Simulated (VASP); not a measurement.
The system is BaOs.

```
Ba Os
1.0
     3.72797    0.00000    0.00000
     0.00000    3.72797    0.00000
     0.00000    0.00000    3.72797
Ba Os
1 1
Direct
  0.00000 0.00000 0.00000
  0.50000 0.50000 0.50000
```

Base run:

```yaml
Program: VASP 6.6.1
Functional: PBE
Dispersion: D3(BJ)
Potentials_or_basis: VASP PAW PBE potentials, release 64 (Ba_sv, Os)
Cutoff: 520 eV
k_mesh: 8 × 8 × 8
Occupations: gaussian, width 0.05 eV
Spin: no spin polarisation
```

Its results: band gap on the k mesh zero (bands 9 and 10 overlap by 1.19 eV); pressure -0.9 GPa.

Problem. The run is repeated on the same cell with these changes: dispersion from D3(BJ) to none. What comes out?

Solution. Band gap on the k mesh zero (bands 9 and 10 overlap by 1.19 eV); pressure 1.8 GPa.

Dispersion adds attraction, which lowers the pressure at fixed volume and, as a term added to the energy, leaves the levels alone.

Caveats: spin-orbit coupling is left out, which moves the levels of the heavy elements.
